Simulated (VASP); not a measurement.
Zr, 1 atom in the cell. The structure is cubic, space group Pm-3m (No. 221). Conventional cell: a = 2.981 Å, b = 2.981 Å, c = 2.981 Å, α = 90.00°, β = 90.00°, γ = 90.00°. Within 3.9 Å of Zr (site symmetry m-3m) lie 6 Zr at 2.98 Å.  This cell differs from its parent crystal: volume scaled by 1.04.

```yaml
Program: VASP 6.6.1
Task: single point
Functional: RPBE
Potentials_or_basis: VASP PAW PBE potentials, release 64 (Zr_sv)
Cutoff: 520 eV
k_mesh: 12 × 12 × 12
Occupations: fermi-dirac, width 0.1 eV
Spin: no spin polarisation
Dipole_correction: no
Further_INCAR_settings: ALGO = Normal; EDIFF = 1e-06; NBANDS = 12
```

Potentials or basis: VASP PAW PBE potentials, release 64 (Zr_sv).

Run with:

```console
$ cat potpaw_PBE.64/Zr_sv/POTCAR > POTCAR
$ mpirun -np 1 vasp_std > vasp.out
```

Hardware: 1 thread of Intel(R) Xeon(R) Platinum 8488C (Sapphire Rapids), on a shared host.

Estimate the wall time of this run.

It took 10 s on 1 thread of Intel(R) Xeon(R) Platinum 8488C (Sapphire Rapids) (shared host), peak memory 0.15 GiB. Counts: scf iterations 11, k points 84.
